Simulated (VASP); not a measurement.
# Ta2SiO3 (Cmmm) in VASP: single point with PBE

Aim: the single point of Ta2SiO3 with PBE.

Program: VASP 6.6.1. These are calculated values, not measurements. Logs are shortened: lines on timing, memory, paths and dates and some standing lists are left out, and cuts for length are marked.

### 1 The cell of the first run

Symmetry: Cmmm, No. 65, orthorhombic system. Conventional cell: a = 3.803 Å, b = 13.617 Å, c = 3.070 Å, α = 90.00°, β = 90.00°, γ = 90.00°. Ta (site symmetry m2m) has 4 O at 1.99 to 2.13 Å within 2.6 Å. Within 3.2 Å of Si (site symmetry mmm) lie 8 O at 2.44 to 3.10 Å and 2 Si at 3.07 Å and 8 Ta at 3.15 Å. Within 2.7 Å of O (site symmetry m2m) lie 3 Ta at 2.03 to 2.13 Å and 2 O at 2.37 Å. Within 2.6 Å of O (site symmetry mmm) lie 2 Ta at 1.99 Å and 4 Si at 2.44 Å.

The cell was generated, and may not be a known phase.

### 2 Single point, PBE

INCAR

```
  PREC = Accurate
  ENCUT = 700
  EDIFF = 1E-6
  ISMEAR = 0
  SIGMA = 0.15
  LREAL = F
  LASPH = T
  NELM = 120
  ALGO = Normal
  ISIF = 2
  LWAVE = F
  LCHARG = T
  GGA = PE
  LELF = T
  LVHAR = T
  NBANDS = 33
  GGA_COMPAT = F
```

KPOINTS

```
Automatic mesh
0
Gamma
  3 3 3
```

POSCAR

```
Ta2SiO3
1.0
    1.9016576939     -6.8084403179      0.0000000000
    1.9016576939      6.8084403179      0.0000000000
    0.0000000000      0.0000000000      3.0698464810
Ta Si O
2 1 3
Direct
    0.6458839030      0.3541160970      0.0000000000
    0.3541160970      0.6458839030      0.0000000000
    0.0000000000      0.0000000000      0.5000000000
    0.8019679326      0.1980320674      0.0000000000
    0.5000000000      0.5000000000      0.0000000000
    0.1980320674      0.8019679326      0.0000000000
```

Potentials or basis: VASP PAW PBE potentials, release 64 (Ta_sv_GW, Si, O).

Launch:

```sh
$ cat potpaw_PBE.64/Ta_sv_GW/POTCAR potpaw_PBE.64/Si/POTCAR potpaw_PBE.64/O/POTCAR > POTCAR
$ mpirun -np 1 vasp_std > vasp.out
```

OUTCAR:

```text
PREC = Accurate
   ENCUT = 700
   EDIFF = 1E-6
   ISMEAR = 0
   LREAL = F
   LASPH = T
   NELM = 120
   ISIF = 2
   GGA = PE

 ion  position               nearest neighbor table
   1  0.646  0.354  0.000-   5 1.99   6 2.03   6 2.03   4 2.13   3 3.15   3 3.15   3 3.15   3 3.15

   2  0.354  0.646  0.000-   5 1.99   4 2.03   4 2.03   6 2.13   3 3.15   3 3.15   3 3.15   3 3.15

   3  0.000  0.000  0.500-   5 2.44   5 2.44   5 2.44   5 2.44   1 3.15   1 3.15   1 3.15   1 3.15
                             2 3.15   2 3.15   2 3.15   2 3.15
   4  0.802  0.198  0.000-   2 2.03   2 2.03   1 2.13
   5  0.500  0.500  0.000-   1 1.99   2 1.99   3 2.44   3 2.44   3 2.44   3 2.44
   6  0.198  0.802  0.000-   1 2.03   1 2.03   2 2.13

  LATTYP: Found a base centered orthorhombic cell.
 ALAT       =     3.8033153878
 B/A-ratio  =     3.5802659647
 C/A-ratio  =     0.8071501225

  Lattice vectors:

 A1 = (   1.9016576939,  -6.8084403179,   0.0000000000)
 A2 = (   1.9016576939,   6.8084403179,   0.0000000000)
 A3 = (   0.0000000000,   0.0000000000,   3.0698464810)

Analysis of symmetry for initial positions (statically):
=====================================================================
 Subroutine PRICEL returns:
 Original cell was already a primitive cell.

 Routine SETGRP: Setting up the symmetry group for a
 base centered orthorhombic supercell.

 Subroutine GETGRP returns: Found  8 space group operations
 (whereof  8 operations were pure point group operations)
 out of a pool of  8 trial point group operations.

The static configuration has the point symmetry D_2h.

Analysis of symmetry for dynamics (positions and initial velocities):
=====================================================================
 Subroutine PRICEL returns:
 Original cell was already a primitive cell.

 Routine SETGRP: Setting up the symmetry group for a
 base centered orthorhombic supercell.

 Subroutine GETGRP returns: Found  8 space group operations
 (whereof  8 operations were pure point group operations)
 out of a pool of  8 trial point group operations.

The dynamic configuration has the point symmetry D_2h.

 Subroutine INISYM returns: Found  8 space group operations
 (whereof  8 operations are pure point group operations),
 and found     1 'primitive' translations

----------------------------------------------------------------------------------------

                                     Primitive cell

  volume of cell :      79.4926

  direct lattice vectors                    reciprocal lattice vectors
     1.901657694 -6.808440318  0.000000000     0.262928497 -0.073438258  0.000000000
     1.901657694  6.808440318  0.000000000     0.262928497  0.073438258  0.000000000
     0.000000000  0.000000000  3.069846481     0.000000000  0.000000000  0.325749188

  length of vectors
     7.069028331  7.069028331  3.069846481     0.272991891  0.272991891  0.325749188

  position of ions in fractional coordinates (direct lattice)
     0.645883903  0.354116097  0.000000000
     0.354116097  0.645883903  0.000000000
     0.000000000  0.000000000  0.500000000
     0.801967933  0.198032067  0.000000000
     0.500000000  0.500000000  0.000000000
     0.198032067  0.801967933  0.000000000

  ion indices of the primitive-cell ions
   primitive index   ion index
                 1           1
                 2           2
                 3           3
                 4           4
                 5           5
                 6           6

----------------------------------------------------------------------------------------

 KPOINTS: Automatic mesh

Automatic generation of k-mesh.
 Grid dimensions read from file:
 generate k-points for:    3    3    3

 Generating k-lattice:

  Cartesian coordinates                     Fractional coordinates (reciprocal lattice)
     0.087642832 -0.024479419  0.000000000     0.333333333  0.000000000  0.000000000
     0.087642832  0.024479419  0.000000000     0.000000000  0.333333333  0.000000000
     0.000000000  0.000000000  0.108583063     0.000000000  0.000000000  0.333333333

  Length of vectors
     0.090997297  0.090997297  0.108583063

  Shift w.r.t. Gamma in fractional coordinates (k-lattice)
     0.000000000  0.000000000  0.000000000

 Subroutine IBZKPT returns following result:
 ===========================================

 Found      8 irreducible k-points:

 Following reciprocal coordinates:
            Coordinates               Weight
  0.000000  0.000000  0.000000      1.000000
  0.333333  0.000000  0.000000      4.000000
  0.333333  0.333333  0.000000      2.000000
 -0.333333  0.333333  0.000000      2.000000
  0.000000  0.000000  0.333333      2.000000
  0.333333  0.000000  0.333333      8.000000
  0.333333  0.333333  0.333333      4.000000
 -0.333333  0.333333  0.333333      4.000000
   k-points           NKPTS =      8   k-points in BZ     NKDIM =      8   number of bands    NBANDS=     33
   number of dos      NEDOS =    301   number of ions     NIONS =      6
   total plane-waves  NPLWV = 114688
   dimension x,y,z NGX =    64 NGY =   64 NGZ =   28
   dimension x,y,z NGXF=   128 NGYF=  128 NGZF=   56
   ions per type =               2   1   3
   NGX,Y,Z   is equivalent  to a cutoff of  15.05, 15.05, 15.16 a.u.
   NGXF,Y,Z  is equivalent  to a cutoff of  30.10, 30.10, 30.33 a.u.
 SYSTEM =  unknown system
   PREC   = accura    normal or accurate (medium, high low for compatibility)
   ISTART =      0    job   : 0-new  1-cont  2-samecut
   ICHARG =      2    charge: 1-file 2-atom 10-const
   ISPIN  =      1    spin polarized calculation?
   LNONCOLLINEAR =      F non collinear calculations
   LSORBIT =      F    spin-orbit coupling
   LASPH  =      T    aspherical Exc in radial PAW
   ENCUT  =  700.0 eV  51.45 Ry    7.17 a.u.  15.25 15.25  6.62*2*pi/ulx,y,z
   NELM   =    120;   NELMIN=  2; NELMDL= -5     # of ELM steps
   EDIFF  = 0.1E-05   stopping-criterion for ELM
   LREAL  =      F    real-space projection
   EDIFFG = 0.1E-04   stopping-criterion for IOM
   NSW    =      0    number of steps for IOM
   IBRION =     -1    ionic relax: 0-MD 1-quasi-New 2-CG
   NFREE  =      0    steps in history (QN), initial steepest desc. (CG)
   ISIF   =      2    stress and relaxation
   ISYM   =      2    0-nonsym 1-usesym 2-fastsym
   POTIM  = 0.5000    time-step for ionic-motion
   TEBEG  =    0.0;   TEEND  =   0.0 temperature during run
   PSTRESS=    0.0 pullay stress
   NELECT =      48.0000    total number of electrons
   NUPDOWN=      -1.0000    fix difference up-down
   EMIN   =  10.00;   EMAX   =-10.00  energy-range for DOS
   EFERMI =   0.00;   METHOD = LEGACY
   ISMEAR =     0;   SIGMA  =   0.15  broadening in eV -4-tet -1-fermi 0-gaus
   EFERMI_NEDOS =   21; number of points for ismear=-14 and -15
   IALGO  =     38    algorithm
   IMIX   =      4    mixing-type and parameters
     AMIX     =   0.40;   BMIX     =  1.00
     AMIX_MAG =   1.60;   BMIX_MAG =  1.00
  volume/ion in A,a.u.               =      13.25        89.41
  Fermi-wavevector in a.u.,A,eV,Ry     =   1.383714  2.614840 26.050595  1.914665
  Thomas-Fermi vector in A             =   2.508286
   LORBIT       =      0    0 simple, 1 ext, 2 COOP (PROOUT), +10 PAW based schemes
   GGA     = PE    functional components
   LHFCALC =     F    Hartree Fock is set to
   AEXX    =    0.0000 exact exchange contribution
   IVDW    =     0    specifies the selected vdW correction
   LEPSILON=     F    determine dielectric tensor
   LRPA    =     F    only Hartree local field effects (RPA)
 non-spin polarized calculation
 Gauss-broadening in eV      SIGMA  =   0.15
  energy-cutoff  :      700.00
  volume of cell :       79.49
 maximum number of plane-waves:      3373
 NGX is ok and might be reduce to    64
   NGX = 31   NGY = 31   NGZ = 13

 number of electron      48.0000004 magnetization

 Free energy of the ion-electron system (eV)
  ---------------------------------------------------
  ext. energy  EPLUGINS =         0.00000000
  ---------------------------------------------------
  free energy    TOTEN  =       -56.43841063 eV

  energy without entropy =      -56.40751067  energy(sigma->0) =      -56.42296065

 E-fermi :   8.6238     XC(G=0): -11.6845

 val. band max:        8.6186165675   @ k =  -0.3333   0.3333   0.3333
 cond. band min:       8.8137975284   @ k =   0.3333   0.3333   0.3333
 fundamental gap:      0.1951809610
 Fermi energy:         8.6238268112

 k-point     1 :       0.0000    0.0000    0.0000
  band No.  band energies     occupation
      1     -60.6984      2.00000
      2     -60.6918      2.00000
      3     -27.5142      2.00000
      4     -27.2714      2.00000
      5     -27.1943      2.00000
      6     -27.1430      2.00000
[... 25 lines left out ...]
     32      13.7188      0.00000
     33      14.5055      0.00000

 k-point     2 :       0.3333    0.0000    0.0000
  band No.  band energies     occupation
      1     -60.6957      2.00000
      2     -60.6924      2.00000
      3     -27.4780      2.00000
      4     -27.3604      2.00000
      5     -27.2361      2.00000
      6     -27.2204      2.00000
[... 25 lines left out ...]
     32      13.8226      0.00000
     33      13.9813      0.00000

 k-point     3 :       0.3333    0.3333    0.0000
  band No.  band energies     occupation
      1     -60.6955      2.00000
      2     -60.6927      2.00000
      3     -27.4315      2.00000
      4     -27.4018      2.00000
      5     -27.2493      2.00000
      6     -27.2136      2.00000
[... 25 lines left out ...]
     32      12.4687      0.00000
     33      13.7257      0.00000

 k-point     4 :      -0.3333    0.3333    0.0000
  band No.  band energies     occupation
      1     -60.6981      2.00000
      2     -60.6921      2.00000
      3     -27.4716      2.00000
      4     -27.3165      2.00000
      5     -27.1961      2.00000
      6     -27.1411      2.00000
[... 97 lines left out ...]
     32      12.9799      0.00000
     33      13.4503      0.00000

 k-point     7 :       0.3333    0.3333    0.3333
  band No.  band energies     occupation
      1     -60.6812      2.00000
      2     -60.6785      2.00000
      3     -27.3994      2.00000
      4     -27.3693      2.00000
      5     -27.2188      2.00000
      6     -27.1840      2.00000
[... 25 lines left out ...]
     32      12.8569      0.00000
     33      13.3006      0.00000

 k-point     8 :      -0.3333    0.3333    0.3333
  band No.  band energies     occupation
      1     -60.6839      2.00000
      2     -60.6779      2.00000
      3     -27.4385      2.00000
      4     -27.2869      2.00000
      5     -27.1670      2.00000
      6     -27.1133      2.00000
[... 25 lines left out ...]
     32      13.0749      0.00000
     33      13.1574      0.00000

------------------------ aborting loop because EDIFF is reached ----------------------------------------

  FORCE on cell =-STRESS in cart. coord.  units (eV):
  Direction    XX          YY          ZZ          XY          YZ          ZX
  --------------------------------------------------------------------------------------
  -------------------------------------------------------------------------------------
  Total       -0.1163232      0.1664566     -0.2129858      0.0000000      0.0000000      0.0000000
  in kB       -2.3445013      3.3549423     -4.2927400      0.0000000      0.0000000      0.0000000
  external PRESSURE =      -1.0940996 kB  Pullay stress =       0.0000000 kB

 VOLUME and BASIS-vectors are now :
 -----------------------------------------------------------------------------
  energy-cutoff  :      700.00
  volume of cell :       79.49
      direct lattice vectors                 reciprocal lattice vectors
     1.901657694 -6.808440318  0.000000000     0.262928497 -0.073438258  0.000000000
     1.901657694  6.808440318  0.000000000     0.262928497  0.073438258  0.000000000
     0.000000000  0.000000000  3.069846481     0.000000000  0.000000000  0.325749188

 POSITION                                       TOTAL-FORCE (eV/Angst)
 -----------------------------------------------------------------------------------
      1.90166     -1.98648      0.00000         0.000000      0.018480      0.000000
      1.90166      1.98648      0.00000         0.000000     -0.018480      0.000000
      0.00000      0.00000      1.53492         0.000000      0.000000      0.000000
      1.90166     -4.11186      0.00000         0.000000     -0.008984      0.000000
      1.90166      0.00000      0.00000        -0.000000      0.000000      0.000000
      1.90166      4.11186      0.00000         0.000000      0.008984      0.000000
 -----------------------------------------------------------------------------------
    total drift:                               -0.000000     -0.000000      0.000000

  FREE ENERGIE OF THE ION-ELECTRON SYSTEM (eV)
  ---------------------------------------------------
  free  energy   TOTEN  =       -56.4384106278 eV

  energy  without entropy=      -56.4075106738  energy(sigma->0) =      -56.42296065
```

It took 79 s on 1 thread of Intel Xeon Platinum 8375C at 2.90GHz (Ice Lake), shared host; peak memory 0.35 GiB.

Results:

```yaml
Free_energy: -56.4384 eV
Pressure: -0.1 GPa
Largest_force: 0.018 eV/Å
Band_gap_on_the_k_mesh: zero (bands 24 and 25 overlap by 0.70 eV)
```

Forces in eV/Å, atoms in the order of the input:
```
Ta   0.000  0.018  0.000
Ta   0.000 -0.018  0.000
Si   0.000  0.000  0.000
O    0.000 -0.009  0.000
O    0.000  0.000  0.000
O    0.000  0.009  0.000
```

Caveat: the k points lie up to 0.68 Å⁻¹ apart, too coarse for converged energies and pressures of a metal; spin-orbit coupling is left out, which moves the levels of the heavy elements.

The gap in the log of VASP goes by the Fermi energy; the results here count the filled bands.